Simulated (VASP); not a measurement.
# CaSi2Sb2 (P-3m1) in VASP: single point with PBE

Aim: the single point of CaSi2Sb2 with PBE.

All numbers are computed with VASP 6.6.1; they aren't measurements. Logs are shortened: lines on timing, memory, paths and dates and some standing lists are left out, and cuts for length are marked.

## (1) The cell of the first run

Symmetry: P-3m1, No. 164, trigonal system. Conventional cell: a = 4.681 Å, b = 4.681 Å, c = 5.187 Å, α = 90.00°, β = 90.00°, γ = 120.00°. Within 3.3 Å of Si (site symmetry 3m) lie 5 Sb at 2.51 to 2.71 Å and 3 Ca at 2.98 Å. Within 3.9 Å of Ca (site symmetry -3m) lie 6 Si at 2.98 Å and 6 Sb at 3.05 Å. Sb (site symmetry 3m) has 5 Si at 2.51 to 2.71 Å and 3 Ca at 3.05 Å within 3.3 Å.

## (2) Single point, PBE

Input file INCAR:

```
PREC     = Accurate       # precision mode
ENCUT    = 520            # plane-wave cutoff, eV
EDIFF    = 1E-6           # SCF threshold, eV
ISMEAR   = 0              # smearing method
SIGMA    = 0.1121         # smearing width, eV
LREAL    = F              # projectors in reciprocal space
LASPH    = T              # aspherical terms in the spheres
NELM     = 60             # most SCF steps
ALGO     = Normal         # electronic algorithm
ISIF     = 2              # what is computed and relaxed
LWAVE    = F              # write WAVECAR
LCHARG   = F              # write CHGCAR
GGA      = PE             # functional
NBANDS   = 22             # bands
```

Input file KPOINTS:

```
regular mesh
0
Gamma
  8 8 5
```

Input file POSCAR:

```
CaSi2Sb2
1.0
    4.6806458706      0.0000000000      0.0000000000
   -2.3403229353      4.0535582300      0.0000000000
    0.0000000000      0.0000000000      5.1865166505
Si Ca Sb
2 1 2
Direct
    0.3333333333      0.6666666667      0.7577338415
    0.6666666667      0.3333333333      0.2422661585
    0.0000000000      0.0000000000      0.0000000000
    0.3333333333      0.6666666667      0.2738538443
    0.6666666667      0.3333333333      0.7261461557
```

Potentials or basis: VASP PAW PBE potentials, release 64 (Si, Ca_sv, Sb).

Command:

```
cat potpaw_PBE.64/Si/POTCAR potpaw_PBE.64/Ca_sv/POTCAR potpaw_PBE.64/Sb/POTCAR > POTCAR
mpirun -np 1 vasp_std > vasp.out
```

OUTCAR:

```text
PREC = Accurate
   ENCUT = 520
   EDIFF = 1E-6
   ISMEAR = 0
   LREAL = F
   LASPH = T
   NELM = 60
   ISIF = 2
   GGA = PE

 ion  position               nearest neighbor table
   1  0.333  0.667  0.758-   4 2.51   4 2.68   5 2.71   5 2.71   5 2.71   3 2.98   3 2.98   3 2.98

   2  0.667  0.333  0.242-   5 2.51   5 2.68   4 2.71   4 2.71   4 2.71   3 2.98   3 2.98   3 2.98

   3  0.000  0.000  0.000-   1 2.98   2 2.98   1 2.98   2 2.98   2 2.98   1 2.98   4 3.05   5 3.05
                             5 3.05   4 3.05   5 3.05   4 3.05
   4  0.333  0.667  0.274-   1 2.51   1 2.68   2 2.71   2 2.71   2 2.71   3 3.05   3 3.05   3 3.05
                             5 3.58   5 3.58   5 3.58
   5  0.667  0.333  0.726-   2 2.51   2 2.68   1 2.71   1 2.71   1 2.71   3 3.05   3 3.05   3 3.05
                             4 3.58   4 3.58   4 3.58

  LATTYP: Found a hexagonal cell.
 ALAT       =     4.6806458706
 C/A-ratio  =     1.1080771316

  Lattice vectors:

 A1 = (   4.6806458706,   0.0000000000,   0.0000000000)
 A2 = (  -2.3403229353,   4.0535582300,   0.0000000000)
 A3 = (   0.0000000000,   0.0000000000,   5.1865166505)

Analysis of symmetry for initial positions (statically):
=====================================================================
 Subroutine PRICEL returns:
 Original cell was already a primitive cell.

 Routine SETGRP: Setting up the symmetry group for a
 hexagonal supercell.

 Subroutine GETGRP returns: Found 12 space group operations
 (whereof 12 operations were pure point group operations)
 out of a pool of 24 trial point group operations.

The static configuration has the point symmetry D_3d.

Analysis of symmetry for dynamics (positions and initial velocities):
=====================================================================
 Subroutine PRICEL returns:
 Original cell was already a primitive cell.

 Routine SETGRP: Setting up the symmetry group for a
 hexagonal supercell.

 Subroutine GETGRP returns: Found 12 space group operations
 (whereof 12 operations were pure point group operations)
 out of a pool of 24 trial point group operations.

The dynamic configuration has the point symmetry D_3d.

 Subroutine INISYM returns: Found 12 space group operations
 (whereof 12 operations are pure point group operations),
 and found     1 'primitive' translations

----------------------------------------------------------------------------------------

                                     Primitive cell

  volume of cell :      98.4052

  direct lattice vectors                    reciprocal lattice vectors
     4.680645871  0.000000000  0.000000000     0.213645729  0.123348419  0.000000000
    -2.340322935  4.053558230  0.000000000     0.000000000  0.246696838  0.000000000
     0.000000000  0.000000000  5.186516650     0.000000000  0.000000000  0.192807633

  length of vectors
     4.680645871  4.680645871  5.186516650     0.246696838  0.246696838  0.192807633

  position of ions in fractional coordinates (direct lattice)
     0.333333333  0.666666667  0.757733841
     0.666666667  0.333333333  0.242266159
     0.000000000  0.000000000  0.000000000
     0.333333333  0.666666667  0.273853844
     0.666666667  0.333333333  0.726146156

  ion indices of the primitive-cell ions
   primitive index   ion index
                 1           1
                 2           2
                 3           3
                 4           4
                 5           5

----------------------------------------------------------------------------------------

 KPOINTS: regular mesh

Automatic generation of k-mesh.
 Grid dimensions read from file:
 generate k-points for:    8    8    5

 Generating k-lattice:

  Cartesian coordinates                     Fractional coordinates (reciprocal lattice)
     0.026705716  0.015418552  0.000000000     0.125000000  0.000000000  0.000000000
     0.000000000  0.030837105  0.000000000     0.000000000  0.125000000  0.000000000
     0.000000000  0.000000000  0.038561527     0.000000000  0.000000000  0.200000000

  Length of vectors
     0.030837105  0.030837105  0.038561527

  Shift w.r.t. Gamma in fractional coordinates (k-lattice)
     0.000000000  0.000000000  0.000000000

 Subroutine IBZKPT returns following result:
 ===========================================

 Found     40 irreducible k-points:

 Following reciprocal coordinates:
            Coordinates               Weight
  0.000000  0.000000  0.000000      1.000000
  0.125000  0.000000  0.000000      6.000000
  0.250000  0.000000  0.000000      6.000000
  0.375000  0.000000  0.000000      6.000000
  0.500000  0.000000  0.000000      3.000000
  0.125000  0.125000  0.000000      6.000000
[... 16 lines left out ...]
 -0.125000  0.500000  0.200000     12.000000
  0.250000  0.250000  0.200000     12.000000
 [... further k-points ...]
   k-points           NKPTS =     40   k-points in BZ     NKDIM =     40   number of bands    NBANDS=     22
   number of dos      NEDOS =    301   number of ions     NIONS =      5
   total plane-waves  NPLWV =  51840
   dimension x,y,z NGX =    36 NGY =   36 NGZ =   40
   dimension x,y,z NGXF=    72 NGYF=   72 NGZF=   80
   ions per type =               2   1   2
   NGX,Y,Z   is equivalent  to a cutoff of  12.79, 12.79, 12.82 a.u.
   NGXF,Y,Z  is equivalent  to a cutoff of  25.57, 25.57, 25.64 a.u.
 SYSTEM =  unknown system
   PREC   = accura    normal or accurate (medium, high low for compatibility)
   ISTART =      0    job   : 0-new  1-cont  2-samecut
   ICHARG =      2    charge: 1-file 2-atom 10-const
   ISPIN  =      1    spin polarized calculation?
   LNONCOLLINEAR =      F non collinear calculations
   LSORBIT =      F    spin-orbit coupling
   LASPH  =      T    aspherical Exc in radial PAW
   ENCUT  =  520.0 eV  38.22 Ry    6.18 a.u.   8.70  8.70  9.64*2*pi/ulx,y,z
   NELM   =     60;   NELMIN=  2; NELMDL= -5     # of ELM steps
   EDIFF  = 0.1E-05   stopping-criterion for ELM
   LREAL  =      F    real-space projection
   EDIFFG = 0.1E-04   stopping-criterion for IOM
   NSW    =      0    number of steps for IOM
   IBRION =     -1    ionic relax: 0-MD 1-quasi-New 2-CG
   NFREE  =      0    steps in history (QN), initial steepest desc. (CG)
   ISIF   =      2    stress and relaxation
   ISYM   =      2    0-nonsym 1-usesym 2-fastsym
   POTIM  = 0.5000    time-step for ionic-motion
   TEBEG  =    0.0;   TEEND  =   0.0 temperature during run
   PSTRESS=    0.0 pullay stress
   NELECT =      28.0000    total number of electrons
   NUPDOWN=      -1.0000    fix difference up-down
   EMIN   =  10.00;   EMAX   =-10.00  energy-range for DOS
   EFERMI =   0.00;   METHOD = LEGACY
   ISMEAR =     0;   SIGMA  =   0.11  broadening in eV -4-tet -1-fermi 0-gaus
   EFERMI_NEDOS =   21; number of points for ismear=-14 and -15
   IALGO  =     38    algorithm
   IMIX   =      4    mixing-type and parameters
     AMIX     =   0.40;   BMIX     =  1.00
     AMIX_MAG =   1.60;   BMIX_MAG =  1.00
  volume/ion in A,a.u.               =      19.68       132.81
  Fermi-wavevector in a.u.,A,eV,Ry     =   1.076766  2.034794 15.774948  1.159426
  Thomas-Fermi vector in A             =   2.212660
   LORBIT       =      0    0 simple, 1 ext, 2 COOP (PROOUT), +10 PAW based schemes
   GGA     = PE    functional components
   LHFCALC =     F    Hartree Fock is set to
   AEXX    =    0.0000 exact exchange contribution
   IVDW    =     0    specifies the selected vdW correction
   LEPSILON=     F    determine dielectric tensor
   LRPA    =     F    only Hartree local field effects (RPA)
 non-spin polarized calculation
 Gauss-broadening in eV      SIGMA  =   0.11
  energy-cutoff  :      520.00
  volume of cell :       98.41
 maximum number of plane-waves:      2662
 NGX is ok and might be reduce to    36
   NGX = 17   NGY = 17   NGZ = 19

 number of electron      28.0000002 magnetization

 Free energy of the ion-electron system (eV)
  ---------------------------------------------------
  ext. energy  EPLUGINS =         0.00000000
  ---------------------------------------------------
  free energy    TOTEN  =       -19.50248309 eV

  energy without entropy =      -19.49180359  energy(sigma->0) =      -19.49714334

 E-fermi :   9.3473     XC(G=0): -10.5822

 val. band max:        9.3459415010   @ k =   0.0000   0.1250   0.4000
 cond. band min:       9.3693850756   @ k =   0.2500   0.0000   0.2000
 fundamental gap:      0.0234435745
 Fermi energy:         9.3473293085

 k-point     1 :       0.0000    0.0000    0.0000
  band No.  band energies     occupation
      1     -31.4552      2.00000
      2     -12.6249      2.00000
      3     -12.6249      2.00000
      4     -12.6142      2.00000
      5      -4.7027      2.00000
      6      -0.0739      2.00000
[... 14 lines left out ...]
     21      11.3619      0.00000
     22      15.8088      0.00000

 k-point     2 :       0.1250    0.0000    0.0000
  band No.  band energies     occupation
      1     -31.4549      2.00000
      2     -12.6359      2.00000
      3     -12.6269      2.00000
      4     -12.6123      2.00000
      5      -4.5670      2.00000
      6      -0.1440      2.00000
[... 14 lines left out ...]
     21      11.8873      0.00000
     22      14.9005      0.00000

 k-point     3 :       0.2500    0.0000    0.0000
  band No.  band energies     occupation
      1     -31.4541      2.00000
      2     -12.6620      2.00000
      3     -12.6317      2.00000
      4     -12.6078      2.00000
      5      -4.1784      2.00000
      6      -0.6193      2.00000
[... 14 lines left out ...]
     21      12.8834      0.00000
     22      14.4621      0.00000

 k-point     4 :       0.3750    0.0000    0.0000
  band No.  band energies     occupation
      1     -31.4534      2.00000
      2     -12.6875      2.00000
      3     -12.6364      2.00000
      4     -12.6032      2.00000
      5      -3.6066      2.00000
      6      -1.4720      2.00000
[... 14 lines left out ...]
     21      14.2304      0.00000
     22      14.2695      0.00000

 k-point     5 :       0.5000    0.0000    0.0000
  band No.  band energies     occupation
      1     -31.4531      2.00000
      2     -12.6980      2.00000
      3     -12.6384      2.00000
      4     -12.6013      2.00000
      5      -3.1819      2.00000
      6      -2.0184      2.00000
[... 14 lines left out ...]
     21      13.8374      0.00000
     22      14.7100      0.00000

 k-point     6 :       0.1250    0.1250    0.0000
  band No.  band energies     occupation
      1     -31.4544      2.00000
      2     -12.6531      2.00000
      3     -12.6316      2.00000
      4     -12.6091      2.00000
      5      -4.3046      2.00000
      6      -0.4278      2.00000
[... 14 lines left out ...]
     21      12.7521      0.00000
     22      14.6941      0.00000

 k-point     7 :       0.2500    0.1250    0.0000
  band No.  band energies     occupation
      1     -31.4536      2.00000
      2     -12.6760      2.00000
      3     -12.6391      2.00000
      4     -12.6045      2.00000
      5      -3.8185      2.00000
      6      -1.1383      2.00000
[... 324 lines left out ...]
      6      -1.1915      2.00000
[... 14 lines left out ...]
     21      13.6382      0.00000
     22      14.4031      0.00000

 k-point    21 :      -0.1250    0.3750    0.2000
  band No.  band energies     occupation
      1     -31.4536      2.00000
      2     -12.6751      2.00000
      3     -12.6388      2.00000
      4     -12.6066      2.00000
      5      -3.6138      2.00000
      6      -1.1242      2.00000
[... 14 lines left out ...]
     21      13.6059      0.00000
     22      14.5278      0.00000

 k-point    22 :       0.3750    0.1250    0.2000
  band No.  band energies     occupation
      1     -31.4531      2.00000
      2     -12.6907      2.00000
      3     -12.6442      2.00000
      4     -12.6031      2.00000
      5      -3.0372      2.00000
      6      -1.7726      2.00000
[... 14 lines left out ...]
     21      14.0015      0.00000
     22      14.1523      0.00000

 k-point    23 :      -0.1250    0.5000    0.2000
  band No.  band energies     occupation
      1     -31.4531      2.00000
      2     -12.6907      2.00000
      3     -12.6442      2.00000
      4     -12.6031      2.00000
      5      -3.0540      2.00000
      6      -1.7237      2.00000
[... 14 lines left out ...]
     21      13.8416      0.00000
     22      14.1364      0.00000

 k-point    24 :       0.2500    0.2500    0.2000
  band No.  band energies     occupation
      1     -31.4531      2.00000
      2     -12.6822      2.00000
      3     -12.6527      2.00000
      4     -12.6031      2.00000
      5      -3.0884      2.00000
      6      -1.6560      2.00000
[... 14 lines left out ...]
     21      13.9238      0.00000
     22      14.3511      0.00000

 [... further k-points ...]
[... 5 lines left out ...]
  --------------------------------------------------------------------------------------
  -------------------------------------------------------------------------------------
  Total       12.4894573     12.4894573     12.5876640      0.0000000      0.0000000      0.0000000
  in kB      203.3462523    203.3462523    204.9451977      0.0000000      0.0000000      0.0000000
  external PRESSURE =     203.8792341 kB  Pullay stress =       0.0000000 kB

 VOLUME and BASIS-vectors are now :
 -----------------------------------------------------------------------------
  energy-cutoff  :      520.00
  volume of cell :       98.41
      direct lattice vectors                 reciprocal lattice vectors
     4.680645871  0.000000000  0.000000000     0.213645729  0.123348419  0.000000000
    -2.340322935  4.053558230  0.000000000     0.000000000  0.246696838  0.000000000
     0.000000000  0.000000000  5.186516650     0.000000000  0.000000000  0.192807633

 POSITION                                       TOTAL-FORCE (eV/Angst)
 -----------------------------------------------------------------------------------
     -0.00000      2.70237      3.93000         0.000000     -0.000000      0.011401
      2.34032      1.35119      1.25652        -0.000000      0.000000     -0.011401
      0.00000      0.00000      0.00000        -0.000000      0.000000      0.000000
     -0.00000      2.70237      1.42035         0.000000      0.000000      0.003218
      2.34032      1.35119      3.76617        -0.000000     -0.000000     -0.003218
 -----------------------------------------------------------------------------------
    total drift:                               -0.000000     -0.000000     -0.000000

  FREE ENERGIE OF THE ION-ELECTRON SYSTEM (eV)
  ---------------------------------------------------
  free  energy   TOTEN  =       -19.5024830926 eV

  energy  without entropy=      -19.4918035931  energy(sigma->0) =      -19.49714334
```

It took 2.5 min on 1 thread of Intel Xeon 6975P-C, shared host; peak memory 0.27 GiB.

Results:

- Free energy: -19.5025 eV
- Pressure: 20.4 GPa
- Largest force: 0.011 eV/Å
- Band gap on the k mesh: zero (band 14 reaches 10.11 eV, above the bottom of band 15 at 8.24 eV)

Forces on the atoms (eV/Å):
```
Si   0.000  0.000  0.011
Si   0.000  0.000 -0.011
Ca   0.000  0.000  0.000
Sb   0.000  0.000  0.003
Sb   0.000  0.000 -0.003
```

Stress tensor (GPa, compression positive):
```
20.33  0.00  0.00
 0.00 20.33  0.00
 0.00  0.00 20.49
```

Caveat: spin-orbit coupling is left out, which moves the levels of the heavy elements.
